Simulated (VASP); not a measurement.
# K (Cmce) in VASP: relaxation of cell and atoms with PBEsol

Aim: the relaxation of cell and atoms of K with PBEsol.

Program: VASP 6.6.1. These are calculated values, not measurements. Logs are shortened: lines on timing, memory, paths and dates and some standing lists are left out, and cuts for length are marked.

## (1) The cell of the first run

It takes space group Cmce (No. 64, orthorhombic). Conventional cell: a = 5.343 Å, b = 16.949 Å, c = 7.070 Å, α = 90.00°, β = 90.00°, γ = 90.00°. Within 4.6 Å of K (site symmetry m) lie 3 K at 3.50 to 3.56 Å.

## (2) Relaxation of cell and atoms, PBEsol

The input, INCAR:

```
ALGO = Normal
EDIFF = 1E-7
EDIFFG = -0.04
ENCUT = 600
GGA = PS
IBRION = 2
ISIF = 3
ISMEAR = 0
LASPH = True
LCHARG = False
LREAL = False
LWAVE = False
NELM = 100
NSW = 90
PREC = Accurate
SIGMA = 0.1
```

The input, KPOINTS:

```
k-points
0
Gamma
  4 4 4
```

The input, POSCAR:

```
K
1.0
    2.6714735410     -8.4744628945      0.0000000000
    2.6714735410      8.4744628945      0.0000000000
    0.0000000000      0.0000000000      7.0701233291
K
4
Direct
    0.0980000000      0.9020000000      0.9100000000
    0.5980000000      0.4020000000      0.5900000000
    0.9020000000      0.0980000000      0.0900000000
    0.4020000000      0.5980000000      0.4100000000
```

Potentials or basis: VASP PAW PBE potentials, release 64 (K_sv).

Started as:

```console
$ cat potpaw_PBE.64/K_sv/POTCAR > POTCAR
$ mpirun -np 1 vasp_std > vasp.out
```

OUTCAR:

```text
EDIFF = 1E-7
   EDIFFG = -0.04
   ENCUT = 600
   GGA = PS
   IBRION = 2
   ISIF = 3
   ISMEAR = 0
   LASPH = True
   LREAL = False
   NELM = 100
   NSW = 90
   PREC = Accurate

 ion  position               nearest neighbor table
   1  0.098  0.902  0.910-   2 3.50   2 3.50   3 3.56
   2  0.598  0.402  0.590-   1 3.50   1 3.50   4 3.56
   3  0.902  0.098  0.090-   4 3.50   4 3.50   1 3.56
   4  0.402  0.598  0.410-   3 3.50   3 3.50   2 3.56

  LATTYP: Found a base centered orthorhombic cell.
 ALAT       =     5.3429470820
 B/A-ratio  =     3.1722054381
 C/A-ratio  =     1.3232628399

  Lattice vectors:

 A1 = (   2.6714735410,  -8.4744628945,   0.0000000000)
 A2 = (   2.6714735410,   8.4744628945,   0.0000000000)
 A3 = (   0.0000000000,   0.0000000000,   7.0701233291)

Analysis of symmetry for initial positions (statically):
=====================================================================
 Subroutine PRICEL returns:
 Original cell was already a primitive cell.

 Routine SETGRP: Setting up the symmetry group for a
 base centered orthorhombic supercell.

 Subroutine GETGRP returns: Found  8 space group operations
 (whereof  4 operations were pure point group operations)
 out of a pool of  8 trial point group operations.

The static configuration has the point symmetry C_2h.
 The point group associated with its full space group is D_2h.

Analysis of symmetry for dynamics (positions and initial velocities):
=====================================================================
 Subroutine PRICEL returns:
 Original cell was already a primitive cell.

 Routine SETGRP: Setting up the symmetry group for a
 base centered orthorhombic supercell.

 Subroutine GETGRP returns: Found  8 space group operations
 (whereof  4 operations were pure point group operations)
 out of a pool of  8 trial point group operations.

The dynamic configuration has the point symmetry C_2h.
 The point group associated with its full space group is D_2h.

 Subroutine INISYM returns: Found  8 space group operations
 (whereof  4 operations are pure point group operations),
 and found     1 'primitive' translations

----------------------------------------------------------------------------------------

                                     Primitive cell

  volume of cell :     320.1253

  direct lattice vectors                    reciprocal lattice vectors
     2.671473541 -8.474462895  0.000000000     0.187162625 -0.059000789  0.000000000
     2.671473541  8.474462895  0.000000000     0.187162625  0.059000789  0.000000000
     0.000000000  0.000000000  7.070123329     0.000000000  0.000000000  0.141440248

  length of vectors
     8.885566512  8.885566512  7.070123329     0.196242048  0.196242048  0.141440248

  position of ions in fractional coordinates (direct lattice)
     0.098000000  0.902000000  0.910000000
     0.598000000  0.402000000  0.590000000
     0.902000000  0.098000000  0.090000000
     0.402000000  0.598000000  0.410000000

  ion indices of the primitive-cell ions
   primitive index   ion index
                 1           1
                 2           2
                 3           3
                 4           4

----------------------------------------------------------------------------------------

 KPOINTS: k-points

Automatic generation of k-mesh.
 Grid dimensions read from file:
 generate k-points for:    4    4    4

 Generating k-lattice:

  Cartesian coordinates                     Fractional coordinates (reciprocal lattice)
     0.046790656 -0.014750197  0.000000000     0.250000000  0.000000000  0.000000000
     0.046790656  0.014750197  0.000000000     0.000000000  0.250000000  0.000000000
     0.000000000  0.000000000  0.035360062     0.000000000  0.000000000  0.250000000

  Length of vectors
     0.049060512  0.049060512  0.035360062

  Shift w.r.t. Gamma in fractional coordinates (k-lattice)
     0.000000000  0.000000000  0.000000000

 Subroutine IBZKPT returns following result:
 ===========================================

 Found     21 irreducible k-points:

 Following reciprocal coordinates:
            Coordinates               Weight
  0.000000  0.000000  0.000000      1.000000
  0.250000 -0.000000  0.000000      4.000000
  0.500000 -0.000000  0.000000      2.000000
  0.250000  0.250000  0.000000      2.000000
  0.500000  0.250000  0.000000      4.000000
 -0.250000  0.250000  0.000000      2.000000
[... 13 lines left out ...]
 -0.250000  0.250000  0.500000      2.000000
  0.500000  0.500000  0.500000      1.000000
   k-points           NKPTS =     21   k-points in BZ     NKDIM =     21   number of bands    NBANDS=     22
   number of dos      NEDOS =    301   number of ions     NIONS =      4
   total plane-waves  NPLWV = 290304
   dimension x,y,z NGX =    72 NGY =   72 NGZ =   56
   dimension x,y,z NGXF=   144 NGYF=  144 NGZF=  112
   ions per type =               4
   NGX,Y,Z   is equivalent  to a cutoff of  13.47, 13.47, 13.17 a.u.
   NGXF,Y,Z  is equivalent  to a cutoff of  26.94, 26.94, 26.34 a.u.
 SYSTEM =  unknown system
   PREC   = accura    normal or accurate (medium, high low for compatibility)
   ISTART =      0    job   : 0-new  1-cont  2-samecut
   ICHARG =      2    charge: 1-file 2-atom 10-const
   ISPIN  =      1    spin polarized calculation?
   LNONCOLLINEAR =      F non collinear calculations
   LSORBIT =      F    spin-orbit coupling
   LASPH  =      T    aspherical Exc in radial PAW
   ENCUT  =  600.0 eV  44.10 Ry    6.64 a.u.  17.75 17.75 14.12*2*pi/ulx,y,z
   NELM   =    100;   NELMIN=  2; NELMDL= -5     # of ELM steps
   EDIFF  = 0.1E-06   stopping-criterion for ELM
   LREAL  =      F    real-space projection
   EDIFFG = -.4E-01   stopping-criterion for IOM
   NSW    =     90    number of steps for IOM
   IBRION =      2    ionic relax: 0-MD 1-quasi-New 2-CG
   NFREE  =      1    steps in history (QN), initial steepest desc. (CG)
   ISIF   =      3    stress and relaxation
   ISYM   =      2    0-nonsym 1-usesym 2-fastsym
   POTIM  = 0.5000    time-step for ionic-motion
   TEBEG  =    0.0;   TEEND  =   0.0 temperature during run
   PSTRESS=    0.0 pullay stress
   NELECT =      36.0000    total number of electrons
   NUPDOWN=      -1.0000    fix difference up-down
   EMIN   =  10.00;   EMAX   =-10.00  energy-range for DOS
   EFERMI =   0.00;   METHOD = LEGACY
   ISMEAR =     0;   SIGMA  =   0.10  broadening in eV -4-tet -1-fermi 0-gaus
   EFERMI_NEDOS =   21; number of points for ismear=-14 and -15
   IALGO  =     38    algorithm
   IMIX   =      4    mixing-type and parameters
     AMIX     =   0.40;   BMIX     =  1.00
     AMIX_MAG =   1.60;   BMIX_MAG =  1.00
  volume/ion in A,a.u.               =      80.03       540.08
  Fermi-wavevector in a.u.,A,eV,Ry     =   0.790197  1.493257  8.495642  0.624412
  Thomas-Fermi vector in A             =   1.895491
   LORBIT       =      0    0 simple, 1 ext, 2 COOP (PROOUT), +10 PAW based schemes
   GGA     = PS    functional components
   LHFCALC =     F    Hartree Fock is set to
   AEXX    =    0.0000 exact exchange contribution
   IVDW    =     0    specifies the selected vdW correction
   LEPSILON=     F    determine dielectric tensor
   LRPA    =     F    only Hartree local field effects (RPA)
 conjugate gradient relaxation of ions
 non-spin polarized calculation
 Gauss-broadening in eV      SIGMA  =   0.10
  energy-cutoff  :      600.00
  volume of cell :      320.13
 maximum number of plane-waves:     10714
 NGX is ok and might be reduce to    72
   NGX = 35   NGY = 35   NGZ = 29

--------------------------------------- Ionic step        1  -------------------------------------------

 number of electron      36.0000000 magnetization

 Free energy of the ion-electron system (eV)
  ---------------------------------------------------
  ext. energy  EPLUGINS =         0.00000000
  ---------------------------------------------------
  free energy    TOTEN  =        -3.12196060 eV

  energy without entropy =       -3.09499452  energy(sigma->0) =       -3.10847756

------------------------ aborting loop because EDIFF is reached ----------------------------------------

  FORCE on cell =-STRESS in cart. coord.  units (eV):
  Direction    XX          YY          ZZ          XY          YZ          ZX
  --------------------------------------------------------------------------------------
  -------------------------------------------------------------------------------------
  Total        1.9776086      0.6829506      1.1468486      0.0000000      0.0000000      0.0000000
  in kB        9.8976226      3.4180611      5.7397982      0.0000000      0.0000000      0.0000000
  external PRESSURE =       6.3518273 kB  Pullay stress =       0.0000000 kB
[... 95 lines left out ...]
  FREE ENERGIE OF THE ION-ELECTRON SYSTEM (eV)
  ---------------------------------------------------
  free  energy   TOTEN  =        -3.5008524074 eV

  energy  without entropy=       -3.4735253697  energy(sigma->0) =       -3.48718889

 E-fermi :   0.0463     XC(G=0):  -5.8672

 val. band max:        0.0258021130   @ k =   0.2500   0.2500   0.5000
 cond. band min:       0.0530351522   @ k =   0.2500  -0.0000   0.0000
 fundamental gap:      0.0272330392
 Fermi energy:         0.0463343928

 k-point     1 :       0.0000    0.0000    0.0000
  band No.  band energies     occupation
      1     -32.0207      2.00000
      2     -32.0147      2.00000
      3     -32.0089      2.00000
      4     -32.0046      2.00000
      5     -15.6383      2.00000
      6     -15.6171      2.00000
[... 499 lines left out ...]
      6     -15.5782      2.00000
[... 14 lines left out ...]
     21       2.3291      0.00000
     22       2.3291      0.00000

[... ionic steps 4 to 26 ...]

--------------------------------------- Ionic step       27  -------------------------------------------

 number of electron      36.0000002 magnetization

------------------------ aborting loop because EDIFF is reached ----------------------------------------

  FORCE on cell =-STRESS in cart. coord.  units (eV):
  Direction    XX          YY          ZZ          XY          YZ          ZX
  --------------------------------------------------------------------------------------
  -------------------------------------------------------------------------------------
  Total        0.0146480      0.0996771     -0.1139972      0.0000000      0.0000000      0.0000000
  in kB        0.0798560      0.5434070     -0.6214753      0.0000000      0.0000000      0.0000000
  external PRESSURE =       0.0005959 kB  Pullay stress =       0.0000000 kB
[... 61 lines left out ...]
  energy  without entropy=       -4.3541191511  energy(sigma->0) =       -4.36162882

--------------------------------------- Ionic step       29  -------------------------------------------

 number of electron      36.0000003 magnetization

 Free energy of the ion-electron system (eV)
  ---------------------------------------------------
  ext. energy  EPLUGINS =         0.00000000
  ---------------------------------------------------
  free energy    TOTEN  =        -4.37141591 eV

  energy without entropy =       -4.35725461  energy(sigma->0) =       -4.36433526

 E-fermi :  -0.1577     XC(G=0):  -5.6942

 val. band max:       -0.2205304661   @ k =  -0.2500   0.2500   0.5000
 cond. band min:      -0.1421562106   @ k =   0.2500   0.2500   0.0000
 fundamental gap:      0.0783742555
 Fermi energy:        -0.1577379187

 k-point     1 :       0.0000    0.0000    0.0000
  band No.  band energies     occupation
      1     -32.1923      2.00000
      2     -32.1873      2.00000
      3     -32.1867      2.00000
      4     -32.1823      2.00000
      5     -15.7903      2.00000
      6     -15.7774      2.00000
[... 545 lines left out ...]
  FREE ENERGIE OF THE ION-ELECTRON SYSTEM (eV)
  ---------------------------------------------------
  free  energy   TOTEN  =        -4.3714159123 eV

  energy  without entropy=       -4.3572546145  energy(sigma->0) =       -4.36433526

 reached required accuracy - stopping structural energy minimisation
```

Run time: 51 min. Hardware: 1 thread of Intel Xeon 6975P-C (Granite Rapids), shared host; peak memory 0.71 GiB.

What came out:

```yaml
Free_energy: -4.3714 eV
Relaxed_volume: 73.41 Å³/atom
Relaxed_cell: a = 8.328 Å, b = 8.328 Å, c = 7.566 Å, α = 90.00°, β = 90.00°, γ = 145.97°
Space_group_after_relaxing_to_0.1_Å: Fmmm (No. 69)
Energy_gained_by_relaxing: 312.4 meV/atom
Ionic_steps: 29
Pressure_after_relaxing: 0.0 GPa
Largest_force_after_relaxing: 0.026 eV/Å
Band_gap_on_the_k_mesh: zero (bands 18 and 19 overlap by 0.91 eV)
```

Forces on the atoms (eV/Å):
```
K    0.000  0.026  0.007
K    0.000  0.026 -0.007
K    0.000 -0.026 -0.007
K    0.000 -0.026  0.007
```

Step by step:
```tsv
step	energy change (eV)	largest force (eV/Å)	pressure (GPa)	volume (Å³)
1	0.0000	0.6484	0.64	320.13
2	-0.1345	0.5696	0.44	335.03
3	-0.3789	0.3800	0.00	382.26
4	-0.3835	0.1631	-0.41	488.49
5	-0.4466	0.2465	-0.28	434.09
6	-0.4468	0.2681	-0.24	423.61
7	-0.5080	0.2739	-0.25	411.56
8	-0.6954	0.2853	-0.26	376.76
9	-1.0235	0.2443	-0.11	312.97
10	-0.4696	0.3691	2.60	207.12
11	-1.0544	0.2442	0.12	288.95
12	-1.0517	0.1145	0.70	252.40
13	-1.0797	0.1854	0.38	268.85
14	-1.1465	0.0822	0.32	271.14
15	-1.1758	0.0443	0.31	273.92
16	-1.2044	0.0144	0.06	290.52
17	-1.2081	0.0171	-0.07	301.69
18	-1.2083	0.0153	-0.05	300.07
19	-1.2130	0.0154	-0.03	298.59
20	-1.2175	0.0155	0.01	295.18
21	-1.2220	0.0070	0.01	294.52
22	-1.2326	0.0235	0.04	291.99
23	-1.2090	0.1060	0.14	284.58
24	-1.2341	0.0343	0.04	291.07
25	-1.2398	0.0416	0.03	292.09
26	-1.2452	0.0564	0.00	294.07
27	-1.2453	0.0551	0.00	293.89
28	-1.2472	0.0475	0.00	293.83
29	-1.2495	0.0265	-0.01	293.63
```

Final structure:
```
CELL_PARAMETERS angstrom
2.43689 -7.96329 0.00000
2.43689 7.96329 0.00000
0.00000 0.00000 7.56556
ATOMIC_POSITIONS crystal
K 0.13422 0.86578 0.99901
K 0.63422 0.36578 0.50099
K 0.86578 0.13422 0.00099
K 0.36578 0.63422 0.49901
```

Levels at points of the mesh, in eV from the Fermi level:
```
           k point  band 16  band 17  band 18  band 19  band 20  band 21
(0.00, 0.00, 0.00)   -15.53    -2.16     0.18     0.39     0.40     0.60
(0.50, 0.00, 0.00)   -15.55    -0.32    -0.32     0.76     0.76     1.62
(0.50, 0.50, 0.00)   -15.54    -1.60    -1.39     0.84     0.97     1.01
(0.00, 0.00, 0.50)   -15.54    -1.43    -1.43     0.77     0.77     0.94
(0.50, 0.00, 0.50)   -15.54     0.21     0.21     0.36     0.36     1.07
(0.50, 0.50, 0.50)   -15.55    -0.89    -0.89    -0.70    -0.70     2.46
```

Caveat: the PAW data sets were made with another functional, which shifts forces and pressure a little.
